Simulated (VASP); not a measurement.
# LiTi2O4 (Pmma) in VASP: single point with LDA

Aim: the single point of LiTi2O4 with LDA.

Everything below comes from runs of VASP 6.6.1. Logs are shortened: lines on timing, memory, paths and dates and some standing lists are left out, and cuts for length are marked.

## (1) The cell of the first run

Symmetry: Pmma, No. 51, orthorhombic system. The conventional cell has a = 3.933 Å, b = 3.851 Å, c = 8.792 Å, α = 90.00°, β = 90.00°, γ = 90.00°. Ti (site symmetry mm2) has 6 O at 1.89 to 2.03 Å within 2.5 Å. Within 2.5 Å of Ti (site symmetry mm2) lie 6 O at 1.92 to 2.15 Å. Within 2.6 Å of O (site symmetry mm2) lie 3 Ti at 1.89 to 1.97 Å and 2 O at 2.59 Å. Within 2.6 Å of O (site symmetry mm2) lie 3 Ti at 1.93 to 2.15 Å and 2 Li at 1.97 Å and 2 O at 2.59 Å. O (site symmetry mm2) has 3 Ti at 1.99 to 2.03 Å and 2 Li at 2.00 Å and 10 O at 2.62 to 2.94 Å within 3.0 Å. O (site symmetry mm2) has 3 Ti at 1.92 to 1.97 Å and 1 Li at 1.98 Å within 2.5 Å. Within 2.6 Å of Li (site symmetry mm2) lie 5 O at 1.97 to 2.00 Å.

## (2) Single point, LDA

The input, INCAR:

```
  ALGO = Normal
  EDIFF = 1E-6
  ENCUT = 520
  GGA = CA
  ISIF = 2
  ISMEAR = 0
  LASPH = T
  LCHARG = F
  LREAL = F
  LWAVE = F
  NBANDS = 64
  NELM = 100
  PREC = Accurate
  SIGMA = 0.05
```

The input, KPOINTS:

```
k-points
0
Gamma
  8 10 4
```

The input, POSCAR:

```
LiTi2O4
1.0
    3.9326547830      0.0000000000      0.0000000000
    0.0000000000      3.8510208790      0.0000000000
    0.0000000000      0.0000000000      8.7922598901
Ti O Li
4 8 2
Direct
    0.0000000000      0.2500000000      0.8826834225
    0.0000000000      0.7500000000      0.1449082962
    0.5000000000      0.7500000000      0.3550917038
    0.5000000000      0.2500000000      0.6173165775
    0.0000000000      0.2500000000      0.0975080410
    0.0000000000      0.7500000000      0.8998370484
    0.5000000000      0.7500000000      0.6001629516
    0.5000000000      0.2500000000      0.4024919590
    0.0000000000      0.2500000000      0.6515659234
    0.0000000000      0.7500000000      0.3628873178
    0.5000000000      0.7500000000      0.1371126822
    0.5000000000      0.2500000000      0.8484340766
    0.0000000000      0.7500000000      0.5880674716
    0.5000000000      0.7500000000      0.9119325284
```

Potentials or basis: VASP PAW LDA potentials, release 64 (Ti_sv, O, Li_sv).

Started as:

```
> cat potpaw_LDA.64/Ti_sv/POTCAR potpaw_LDA.64/O/POTCAR potpaw_LDA.64/Li_sv/POTCAR > POTCAR
> mpirun -np 1 vasp_std > vasp.out
```

OUTCAR:

```text
EDIFF = 1E-6
   ENCUT = 520
   GGA = CA
   ISIF = 2
   ISMEAR = 0
   LASPH = T
   LREAL = F
   NELM = 100
   PREC = Accurate

 ion  position               nearest neighbor table
   1  0.000  0.250  0.883-   5 1.89   6 1.93   6 1.93  12 1.99  12 1.99   9 2.03
   2  0.000  0.750  0.145-  10 1.92  11 1.97  11 1.97   5 1.97   5 1.97   6 2.15   3 2.70   3 2.70

   3  0.500  0.750  0.355-  11 1.92  10 1.97  10 1.97   8 1.97   8 1.97   7 2.15   2 2.70   2 2.70

   4  0.500  0.250  0.617-   8 1.89   7 1.93   7 1.93   9 1.99   9 1.99  12 2.03
   5  0.000  0.250  0.098-   1 1.89   2 1.97   2 1.97
   6  0.000  0.750  0.900-   1 1.93   1 1.93  14 1.97  14 1.97   2 2.15
   7  0.500  0.750  0.600-   4 1.93   4 1.93  13 1.97  13 1.97   3 2.15
   8  0.500  0.250  0.402-   4 1.89   3 1.97   3 1.97
   9  0.000  0.250  0.652-   4 1.99   4 1.99  13 2.00  13 2.00   1 2.03
  10  0.000  0.750  0.363-   2 1.92   3 1.97   3 1.97  13 1.98
  11  0.500  0.750  0.137-   3 1.92   2 1.97   2 1.97  14 1.98
  12  0.500  0.250  0.848-   1 1.99   1 1.99  14 2.00  14 2.00   4 2.03
  13  0.000  0.750  0.588-   7 1.97   7 1.97  10 1.98   9 2.00   9 2.00
  14  0.500  0.750  0.912-   6 1.97   6 1.97  11 1.98  12 2.00  12 2.00

  LATTYP: Found a simple orthorhombic cell.
 ALAT       =     3.8510208790
 B/A-ratio  =     1.0211979905
 C/A-ratio  =     2.2830984735

  Lattice vectors:

 A1 = (   0.0000000000,  -3.8510208790,   0.0000000000)
 A2 = (   3.9326547830,   0.0000000000,   0.0000000000)
 A3 = (   0.0000000000,   0.0000000000,   8.7922598901)

Analysis of symmetry for initial positions (statically):
=====================================================================
 Subroutine PRICEL returns:
 Original cell was already a primitive cell.

 Routine SETGRP: Setting up the symmetry group for a
 simple orthorhombic supercell.

 Subroutine GETGRP returns: Found  8 space group operations
 (whereof  2 operations were pure point group operations)
 out of a pool of  8 trial point group operations.

The static configuration has the point symmetry C_1h.
 The point group associated with its full space group is D_2h.

Analysis of symmetry for dynamics (positions and initial velocities):
=====================================================================
 Subroutine PRICEL returns:
 Original cell was already a primitive cell.

 Routine SETGRP: Setting up the symmetry group for a
 simple orthorhombic supercell.

 Subroutine GETGRP returns: Found  8 space group operations
 (whereof  2 operations were pure point group operations)
 out of a pool of  8 trial point group operations.

The dynamic configuration has the point symmetry C_1h.
 The point group associated with its full space group is D_2h.

 Subroutine INISYM returns: Found  8 space group operations
 (whereof  2 operations are pure point group operations),
 and found     1 'primitive' translations

----------------------------------------------------------------------------------------

                                     Primitive cell

  volume of cell :     133.1565

  direct lattice vectors                    reciprocal lattice vectors
     3.932654783  0.000000000  0.000000000     0.254281155  0.000000000  0.000000000
     0.000000000  3.851020879  0.000000000     0.000000000  0.259671404  0.000000000
     0.000000000  0.000000000  8.792259890     0.000000000  0.000000000  0.113736401

  length of vectors
     3.932654783  3.851020879  8.792259890     0.254281155  0.259671404  0.113736401

  position of ions in fractional coordinates (direct lattice)
     0.000000000  0.250000000  0.882683423
     0.000000000  0.750000000  0.144908296
     0.500000000  0.750000000  0.355091704
     0.500000000  0.250000000  0.617316577
     0.000000000  0.250000000  0.097508041
     0.000000000  0.750000000  0.899837048
     0.500000000  0.750000000  0.600162952
     0.500000000  0.250000000  0.402491959
     0.000000000  0.250000000  0.651565923
     0.000000000  0.750000000  0.362887318
     0.500000000  0.750000000  0.137112682
     0.500000000  0.250000000  0.848434077
     0.000000000  0.750000000  0.588067472
     0.500000000  0.750000000  0.911932528
[... 29 lines left out ...]
     0.031785144  0.000000000  0.000000000     0.125000000  0.000000000  0.000000000
     0.000000000  0.025967140  0.000000000     0.000000000  0.100000000  0.000000000
     0.000000000  0.000000000  0.028434100     0.000000000  0.000000000  0.250000000

  Length of vectors
     0.031785144  0.025967140  0.028434100

  Shift w.r.t. Gamma in fractional coordinates (k-lattice)
     0.000000000  0.000000000  0.000000000

 Subroutine IBZKPT returns following result:
 ===========================================

 Found     90 irreducible k-points:

 Following reciprocal coordinates:
            Coordinates               Weight
  0.000000  0.000000  0.000000      1.000000
  0.125000  0.000000  0.000000      2.000000
  0.250000  0.000000  0.000000      2.000000
  0.375000  0.000000  0.000000      2.000000
  0.500000  0.000000  0.000000      1.000000
  0.000000  0.100000  0.000000      2.000000
[... 16 lines left out ...]
  0.250000  0.400000  0.000000      4.000000
  0.375000  0.400000  0.000000      4.000000
 [... further k-points ...]
   k-points           NKPTS =     90   k-points in BZ     NKDIM =     90   number of bands    NBANDS=     64
   number of dos      NEDOS =    301   number of ions     NIONS =     14
   total plane-waves  NPLWV =  63000
   dimension x,y,z NGX =    30 NGY =   30 NGZ =   70
   dimension x,y,z NGXF=    60 NGYF=   60 NGZF=  140
   ions per type =               4   8   2
   NGX,Y,Z   is equivalent  to a cutoff of  12.68, 12.95, 13.24 a.u.
   NGXF,Y,Z  is equivalent  to a cutoff of  25.36, 25.90, 26.47 a.u.
 SYSTEM =  unknown system
   PREC   = accura    normal or accurate (medium, high low for compatibility)
   ISTART =      0    job   : 0-new  1-cont  2-samecut
   ICHARG =      2    charge: 1-file 2-atom 10-const
   ISPIN  =      1    spin polarized calculation?
   LNONCOLLINEAR =      F non collinear calculations
   LSORBIT =      F    spin-orbit coupling
   LASPH  =      T    aspherical Exc in radial PAW
   ENCUT  =  520.0 eV  38.22 Ry    6.18 a.u.   7.31  7.16 16.35*2*pi/ulx,y,z
   NELM   =    100;   NELMIN=  2; NELMDL= -5     # of ELM steps
   EDIFF  = 0.1E-05   stopping-criterion for ELM
   LREAL  =      F    real-space projection
   EDIFFG = 0.1E-04   stopping-criterion for IOM
   NSW    =      0    number of steps for IOM
   IBRION =     -1    ionic relax: 0-MD 1-quasi-New 2-CG
   NFREE  =      0    steps in history (QN), initial steepest desc. (CG)
   ISIF   =      2    stress and relaxation
   ISYM   =      2    0-nonsym 1-usesym 2-fastsym
   POTIM  = 0.5000    time-step for ionic-motion
   TEBEG  =    0.0;   TEEND  =   0.0 temperature during run
   PSTRESS=    0.0 pullay stress
   NELECT =     102.0000    total number of electrons
   NUPDOWN=      -1.0000    fix difference up-down
   EMIN   =  10.00;   EMAX   =-10.00  energy-range for DOS
   EFERMI =   0.00;   METHOD = LEGACY
   ISMEAR =     0;   SIGMA  =   0.05  broadening in eV -4-tet -1-fermi 0-gaus
   EFERMI_NEDOS =   21; number of points for ismear=-14 and -15
   IALGO  =     38    algorithm
   IMIX   =      4    mixing-type and parameters
     AMIX     =   0.40;   BMIX     =  1.00
     AMIX_MAG =   1.60;   BMIX_MAG =  1.00
  volume/ion in A,a.u.               =       9.51        64.18
  Fermi-wavevector in a.u.,A,eV,Ry     =   1.497916  2.830651 30.528107  2.243753
  Thomas-Fermi vector in A             =   2.609742
   LORBIT       =      0    0 simple, 1 ext, 2 COOP (PROOUT), +10 PAW based schemes
   GGA     = CA    functional components
   LHFCALC =     F    Hartree Fock is set to
   AEXX    =    0.0000 exact exchange contribution
   IVDW    =     0    specifies the selected vdW correction
   LEPSILON=     F    determine dielectric tensor
   LRPA    =     F    only Hartree local field effects (RPA)
 non-spin polarized calculation
 Gauss-broadening in eV      SIGMA  =   0.05
  energy-cutoff  :      520.00
  volume of cell :      133.16
 maximum number of plane-waves:      3606
 NGX is ok and might be reduce to    30
   NGX = 15   NGY = 15   NGZ = 33

 number of electron     102.0000008 magnetization

 Free energy of the ion-electron system (eV)
  ---------------------------------------------------
  ext. energy  EPLUGINS =         0.00000000
  ---------------------------------------------------
  free energy    TOTEN  =      -125.49551306 eV

  energy without entropy =     -125.48540798  energy(sigma->0) =     -125.49046052

 E-fermi :   7.4509     XC(G=0): -11.9871

 val. band max:        7.4507977885   @ k =   0.1250   0.1000   0.0000
 cond. band min:       7.4540267226   @ k =   0.2500   0.4000   0.5000
 fundamental gap:      0.0032289341
 Fermi energy:         7.4509403192

 k-point     1 :       0.0000    0.0000    0.0000
  band No.  band energies     occupation
      1     -50.6259      2.00000
      2     -50.5953      2.00000
      3     -50.1448      2.00000
      4     -50.0322      2.00000
      5     -37.3514      2.00000
      6     -37.3491      2.00000
[... 1573 lines left out ...]
     62       9.7261      0.00000
     63      10.7984      0.00000

 [... further k-points ...]

 [bands above 63 left out]

------------------------ aborting loop because EDIFF is reached ----------------------------------------

  FORCE on cell =-STRESS in cart. coord.  units (eV):
  Direction    XX          YY          ZZ          XY          YZ          ZX
  --------------------------------------------------------------------------------------
  -------------------------------------------------------------------------------------
  Total        0.8071789      0.8582525      0.9482880     -0.0000000      0.0000000      0.0000000
  in kB        9.7122127     10.3267448     11.4100778     -0.0000000      0.0000000      0.0000000
  external PRESSURE =      10.4830118 kB  Pullay stress =       0.0000000 kB

 VOLUME and BASIS-vectors are now :
 -----------------------------------------------------------------------------
  energy-cutoff  :      520.00
  volume of cell :      133.16
      direct lattice vectors                 reciprocal lattice vectors
     3.932654783  0.000000000  0.000000000     0.254281155  0.000000000  0.000000000
     0.000000000  3.851020879  0.000000000     0.000000000  0.259671404  0.000000000
     0.000000000  0.000000000  8.792259890     0.000000000  0.000000000  0.113736401

 POSITION                                       TOTAL-FORCE (eV/Angst)
 -----------------------------------------------------------------------------------
      0.00000      0.96276      7.76078        -0.000000      0.000000     -0.056957
      0.00000      2.88827      1.27407        -0.000000      0.000000     -0.055255
      1.96633      2.88827      3.12206        -0.000000     -0.000000      0.055255
      1.96633      0.96276      5.42761        -0.000000     -0.000000      0.056957
      0.00000      0.96276      0.85732        -0.000000      0.000000      0.083185
      0.00000      2.88827      7.91160         0.000000     -0.000000     -0.019497
      1.96633      2.88827      5.27679        -0.000000      0.000000      0.019497
      1.96633      0.96276      3.53881         0.000000     -0.000000     -0.083185
      0.00000      0.96276      5.72874         0.000000     -0.000000     -0.026394
      0.00000      2.88827      3.19060        -0.000000     -0.000000      0.076305
      1.96633      2.88827      1.20553        -0.000000     -0.000000     -0.076305
      1.96633      0.96276      7.45965        -0.000000     -0.000000      0.026394
      0.00000      2.88827      5.17044         0.000000      0.000000      0.007816
      1.96633      2.88827      8.01795         0.000000     -0.000000     -0.007816
 -----------------------------------------------------------------------------------
    total drift:                                0.000000      0.000000      0.000000

  FREE ENERGIE OF THE ION-ELECTRON SYSTEM (eV)
  ---------------------------------------------------
  free  energy   TOTEN  =      -125.4955130557 eV

  energy  without entropy=     -125.4854079844  energy(sigma->0) =     -125.49046052
```

Run time: 15 min. Hardware: 1 thread of Intel Xeon Platinum 8488C (Sapphire Rapids), shared host; peak memory 0.59 GiB.

Results:

* Free energy: -125.4955 eV
* Largest force: 0.083 eV/Å
* Band gap on the k mesh: zero (bands 51 and 52 overlap by 1.73 eV)

Forces on the atoms (eV/Å):
```
Ti   0.000  0.000 -0.057
Ti   0.000  0.000 -0.055
Ti   0.000  0.000  0.055
Ti   0.000  0.000  0.057
O    0.000  0.000  0.083
O    0.000  0.000 -0.019
O    0.000  0.000  0.019
O    0.000  0.000 -0.083
O    0.000  0.000 -0.026
O    0.000  0.000  0.076
O    0.000  0.000 -0.076
O    0.000  0.000  0.026
Li   0.000  0.000  0.008
Li   0.000  0.000 -0.008
```

Caveat: the cutoff is under 1.25 times the usual one of these potentials, so pressure, stress and relaxed cells hold a basis-set (Pulay) error; semilocal functionals often make such compounds metallic where correlation or magnetic order opens a gap, which also shifts bond lengths.
